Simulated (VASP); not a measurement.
# Al in VASP: single point with LDA

Aim: the single point of Al with LDA.

All numbers are computed with VASP 6.6.1; they aren't measurements. Logs are shortened: lines on timing, memory, paths and dates and some standing lists are left out, and cuts for length are marked.

## Step 1: The cell of the first run

The cell holds a slab with vacuum, 9 atoms: a = 2.815 Å, b = 9.667 Å, c = 18.714 Å, α = 90.00°, β = 90.00°, γ = 98.37°.

## Step 2: Single point, LDA

The input, INCAR:

```
  PREC = Accurate
  ENCUT = 520
  EDIFF = 1E-7
  ISMEAR = 0
  SIGMA = 0.1
  LREAL = F
  LASPH = T
  NELM = 60
  ALGO = Fast
  ISIF = 2
  LWAVE = F
  LCHARG = F
  LDIPOL = T
  IDIPOL = 3
  DIPOL = 0.5 0.5 0.502
  GGA = CA
  ISYM = 0
  NBANDS = 24
```

The input, KPOINTS:

```
regular mesh
0
Gamma
  10 3 1
```

The input, POSCAR:

```
Al
1.0
    2.8145688077      0.0000000000      0.0000000000
   -1.4072844038      9.5638121907      0.0000000000
    0.0000000000      0.0000000000     18.7139871538
Al
9
Direct
    0.5324782732      0.0649565463      0.3740517690
    0.6710108870      0.3420217740      0.4265301986
    0.2987174098      0.5974348195      0.4370258845
    0.9264239325      0.8528478650      0.4475215704
    0.0641063182      0.1277752554      0.5002294728
    0.2001412467      0.4041316573      0.5597177749
    0.8288276907      0.6593669650      0.5678475959
    0.4528647851      0.9111105470      0.5773653744
    0.5927282718      0.1815329162      0.6259050803
```

Potentials or basis: VASP PAW LDA potentials, release 64 (Al).

On the command line:

```bash
$ cat potpaw_LDA.64/Al/POTCAR > POTCAR
$ mpirun -np 1 vasp_std > vasp.out
```

OUTCAR:

```text
PREC = Accurate
   ENCUT = 520
   EDIFF = 1E-7
   ISMEAR = 0
   LREAL = F
   LASPH = T
   NELM = 60
   ISIF = 2
   GGA = CA
   ISYM = 0

 ion  position               nearest neighbor table
   1  0.532  0.065  0.374-   5 2.81   5 2.81   4 2.83   4 2.83   2 2.83
   2  0.671  0.342  0.427-   3 2.83   3 2.83   1 2.83   5 2.84   5 2.84   6 2.92   6 2.93
   3  0.299  0.597  0.437-   2 2.83   4 2.83   4 2.83   2 2.83   7 2.88   7 2.89   6 2.95
   4  0.926  0.853  0.448-   5 2.81   3 2.83   1 2.83   3 2.83   1 2.83   8 2.86   8 2.87   7 2.91

   5  0.064  0.128  0.500-   9 2.79   9 2.79   4 2.81   1 2.81   1 2.81   2 2.84   2 2.84   6 2.87
                             8 2.89   8 2.90
   6  0.200  0.404  0.560-   7 2.82   7 2.82   9 2.83   9 2.84   5 2.87   2 2.92   2 2.93   3 2.95

   7  0.829  0.659  0.568-   8 2.79   8 2.80   6 2.82   6 2.82   3 2.88   3 2.89   4 2.91
   8  0.453  0.911  0.577-   9 2.74   7 2.79   7 2.80   4 2.86   4 2.87   5 2.89   5 2.90
   9  0.593  0.182  0.626-   8 2.74   5 2.79   5 2.79   6 2.83   6 2.84

IMPORTANT INFORMATION: All symmetrisations will be switched off!
NOSYMM: (Re-)initialisation of all symmetry stuff for point group C_1.

----------------------------------------------------------------------------------------

                                     Primitive cell

  volume of cell :     503.7432

  direct lattice vectors                    reciprocal lattice vectors
     2.814568808  0.000000000  0.000000000     0.355294210  0.052280408  0.000000000
    -1.407284404  9.563812191  0.000000000     0.000000000  0.104560815  0.000000000
     0.000000000  0.000000000 18.713987154     0.000000000  0.000000000  0.053435967

  length of vectors
     2.814568808  9.666796419 18.713987154     0.359120059  0.104560815  0.053435967

  position of ions in fractional coordinates (direct lattice)
     0.532478273  0.064956546  0.374051769
     0.671010887  0.342021774  0.426530199
     0.298717410  0.597434820  0.437025885
     0.926423933  0.852847865  0.447521570
     0.064106318  0.127775255  0.500229473
     0.200141247  0.404131657  0.559717775
     0.828827691  0.659366965  0.567847596
     0.452864785  0.911110547  0.577365374
     0.592728272  0.181532916  0.625905080

  ion indices of the primitive-cell ions
   primitive index   ion index
                 1           1
                 2           2
                 3           3
                 4           4
                 5           5
                 6           6
                 7           7
                 8           8
                 9           9

----------------------------------------------------------------------------------------

 KPOINTS: regular mesh

Automatic generation of k-mesh.
 Grid dimensions read from file:
 generate k-points for:   10    3    1

 Generating k-lattice:

  Cartesian coordinates                     Fractional coordinates (reciprocal lattice)
     0.035529421  0.005228041  0.000000000     0.100000000  0.000000000  0.000000000
     0.000000000  0.034853605  0.000000000     0.000000000  0.333333333  0.000000000
     0.000000000  0.000000000  0.053435967     0.000000000  0.000000000  1.000000000

  Length of vectors
     0.035912006  0.034853605  0.053435967

  Shift w.r.t. Gamma in fractional coordinates (k-lattice)
     0.000000000  0.000000000  0.000000000

 -----------------------------------------------------------------------------
|                                                                             |
|           W    W    AA    RRRRR   N    N  II  N    N   GGGG   !!!           |
|           W    W   A  A   R    R  NN   N  II  NN   N  G    G  !!!           |
|           W    W  A    A  R    R  N N  N  II  N N  N  G       !!!           |
|           W WW W  AAAAAA  RRRRR   N  N N  II  N  N N  G  GGG   !            |
|           WW  WW  A    A  R   R   N   NN  II  N   NN  G    G                |
|           W    W  A    A  R    R  N    N  II  N    N   GGGG   !!!           |
|                                                                             |
|     Your reciprocal lattice and k-lattice belong to different lattice       |
|     classes:                                                                |
|                                                                             |
|        The reciprocal lattice is base centered orthorhombic,                |
|        whereas your k-lattice is simple monoclinic.                         |
|                                                                             |
|     Results are often still useful ...                                      |
|                                                                             |
 -----------------------------------------------------------------------------

 WARNING: IBZKPT: internal override: KBLOWUP is changed to .FALSE.
      ... skipping the blow-up phase ...

 Subroutine IBZKPT returns following result:
 ===========================================

 Found     16 irreducible k-points:

 Following reciprocal coordinates:
            Coordinates               Weight
  0.000000  0.000000  0.000000      1.000000
  0.100000  0.000000  0.000000      2.000000
  0.200000  0.000000  0.000000      2.000000
  0.300000  0.000000  0.000000      2.000000
  0.400000  0.000000  0.000000      2.000000
  0.500000  0.000000  0.000000      1.000000
[... 8 lines left out ...]
 -0.200000  0.333333  0.000000      2.000000
 -0.100000  0.333333  0.000000      2.000000
   k-points           NKPTS =     16   k-points in BZ     NKDIM =     16   number of bands    NBANDS=     24
   number of dos      NEDOS =    301   number of ions     NIONS =      9
   total plane-waves  NPLWV = 241920
   dimension x,y,z NGX =    24 NGY =   72 NGZ =  140
   dimension x,y,z NGXF=    48 NGYF=  144 NGZF=  280
   ions per type =               9
   NGX,Y,Z   is equivalent  to a cutoff of  14.18, 12.38, 12.44 a.u.
   NGXF,Y,Z  is equivalent  to a cutoff of  28.35, 24.76, 24.87 a.u.
 SYSTEM =  unknown system
   PREC   = accura    normal or accurate (medium, high low for compatibility)
   ISTART =      0    job   : 0-new  1-cont  2-samecut
   ICHARG =      2    charge: 1-file 2-atom 10-const
   ISPIN  =      1    spin polarized calculation?
   LNONCOLLINEAR =      F non collinear calculations
   LSORBIT =      F    spin-orbit coupling
   LASPH  =      T    aspherical Exc in radial PAW
   ENCUT  =  520.0 eV  38.22 Ry    6.18 a.u.   5.23 17.97 34.80*2*pi/ulx,y,z
   NELM   =     60;   NELMIN=  2; NELMDL= -5     # of ELM steps
   EDIFF  = 0.1E-06   stopping-criterion for ELM
   LREAL  =      F    real-space projection
   EDIFFG = 0.1E-05   stopping-criterion for IOM
   NSW    =      0    number of steps for IOM
   IBRION =     -1    ionic relax: 0-MD 1-quasi-New 2-CG
   NFREE  =      0    steps in history (QN), initial steepest desc. (CG)
   ISIF   =      2    stress and relaxation
   ISYM   =      0    0-nonsym 1-usesym 2-fastsym
   POTIM  = 0.5000    time-step for ionic-motion
   TEBEG  =    0.0;   TEEND  =   0.0 temperature during run
   PSTRESS=    0.0 pullay stress
   NELECT =      27.0000    total number of electrons
   NUPDOWN=      -1.0000    fix difference up-down
   EMIN   =  10.00;   EMAX   =-10.00  energy-range for DOS
   EFERMI =   0.00;   METHOD = LEGACY
   ISMEAR =     0;   SIGMA  =   0.10  broadening in eV -4-tet -1-fermi 0-gaus
   EFERMI_NEDOS =   21; number of points for ismear=-14 and -15
   IALGO  =     68    algorithm
   IMIX   =      4    mixing-type and parameters
     AMIX     =   0.40;   BMIX     =  1.00
     AMIX_MAG =   1.60;   BMIX_MAG =  1.00
  volume/ion in A,a.u.               =      55.97       377.71
  Fermi-wavevector in a.u.,A,eV,Ry     =   0.617248  1.166430  5.183753  0.380995
  Thomas-Fermi vector in A             =   1.675266
   LORBIT       =      0    0 simple, 1 ext, 2 COOP (PROOUT), +10 PAW based schemes
   GGA     = CA    functional components
   LHFCALC =     F    Hartree Fock is set to
   AEXX    =    0.0000 exact exchange contribution
   IVDW    =     0    specifies the selected vdW correction
   LEPSILON=     F    determine dielectric tensor
   LRPA    =     F    only Hartree local field effects (RPA)
 non-spin polarized calculation
 RMM-DIIS sequential band-by-band and
 Gauss-broadening in eV      SIGMA  =   0.10
  energy-cutoff  :      520.00
  volume of cell :      503.74
 maximum number of plane-waves:     13608
 NGX is ok and might be reduce to    24
   NGX = 11   NGY = 35   NGZ = 69

 dipolmoment           0.000000      0.000000      0.000007 electrons x Angstroem

 number of electron      27.0000000 magnetization

 dipolmoment           0.000000      0.000000     -0.001454 electrons x Angstroem

 Free energy of the ion-electron system (eV)
  ---------------------------------------------------
  ext. energy  EPLUGINS =         0.00000000
  ---------------------------------------------------
  free energy    TOTEN  =       -34.16123413 eV

  energy without entropy =      -34.13785598  energy(sigma->0) =      -34.14954506

 E-fermi :  -0.6568     XC(G=0):  -4.0939

 val. band max:       -0.6717430312   @ k =   0.5000   0.3333   0.0000
 cond. band min:      -0.6368993911   @ k =   0.4000   0.0000   0.0000
 fundamental gap:      0.0348436401
 Fermi energy:        -0.6567616131

 k-point     1 :       0.0000    0.0000    0.0000
  band No.  band energies     occupation
      1     -10.9636      2.00000
      2      -9.3825      2.00000
      3      -9.2795      2.00000
      4      -8.6060      2.00000
      5      -6.7400      2.00000
      6      -6.7109      2.00000
[... 16 lines left out ...]
     23       3.4940      0.00000
     24       3.8210      0.00000
[... 382 lines left out ...]
      2      -9.8968      2.00000
      3      -8.3873      2.00000
      4      -8.1225      2.00000
      5      -7.1816      2.00000
      6      -6.1297      2.00000
[... 16 lines left out ...]
     23       3.5463      0.00000
     24       3.8949      0.00000

------------------------ aborting loop because EDIFF is reached ----------------------------------------

 vacuum level on the upper side and lower side of the slab       (xc-potential included)        -0.058        -0.048

  FORCE on cell =-STRESS in cart. coord.  units (eV):
  Direction    XX          YY          ZZ          XY          YZ          ZX
  --------------------------------------------------------------------------------------
  -------------------------------------------------------------------------------------
  Total       -6.1480799     -6.4665488     -0.0990451      0.1695008     -0.2868731      0.0008960
  in kB      -19.5542360    -20.5671402     -0.3150173      0.5391048     -0.9124123      0.0028498
  external PRESSURE =     -13.4787978 kB  Pullay stress =       0.0000000 kB

 VOLUME and BASIS-vectors are now :
 -----------------------------------------------------------------------------
  energy-cutoff  :      520.00
  volume of cell :      503.74
      direct lattice vectors                 reciprocal lattice vectors
     2.814568808  0.000000000  0.000000000     0.355294210  0.052280408  0.000000000
    -1.407284404  9.563812191  0.000000000     0.000000000  0.104560815  0.000000000
     0.000000000  0.000000000 18.713987154     0.000000000  0.000000000  0.053435967

 POSITION                                       TOTAL-FORCE (eV/Angst)
 -----------------------------------------------------------------------------------
      1.40728      0.62123      7.00000        -0.006379      0.158480      0.040961
      1.40728      3.27103      7.98208         0.004266      0.034409      0.064886
      0.00000      5.71375      8.17850         0.001293     -0.066460      0.029255
      1.40728      8.15648      8.37491         0.002944     -0.105487     -0.132646
      0.00062      1.22202      9.36129         0.001520      0.011188      0.003680
     -0.00542      3.86504     10.47455         0.001802     -0.011994     -0.006508
      1.40488      6.30606     10.62669        -0.004329     -0.008448     -0.002229
     -0.00757      8.71369     10.80481        -0.002441     -0.002507     -0.000861
      1.41281      1.73615     11.71318         0.001324     -0.009182      0.003463
 -----------------------------------------------------------------------------------
    total drift:                                0.000010      0.000005      0.000012

  FREE ENERGIE OF THE ION-ELECTRON SYSTEM (eV)
  ---------------------------------------------------
  free  energy   TOTEN  =       -34.1612341310 eV

  energy  without entropy=      -34.1378559829  energy(sigma->0) =      -34.14954506

 vacuum level on the upper side and lower side of the slab         3.601         3.611
```

Wall time 4.1 min (1 thread of Intel Xeon 6975P-C (Granite Rapids), shared host); peak memory 0.45 GiB.

Results:

| Item | Value |
| --- | --- |
| Free energy | -34.1612 eV |
| Largest force | 0.170 eV/Å |

Forces on the atoms (eV/Å):
```
Al  -0.006  0.158  0.041
Al   0.004  0.034  0.065
Al   0.001 -0.066  0.029
Al   0.003 -0.105 -0.133
Al   0.002  0.011  0.004
Al   0.002 -0.012 -0.007
Al  -0.004 -0.008 -0.002
Al  -0.002 -0.003 -0.001
Al   0.001 -0.009  0.003
```
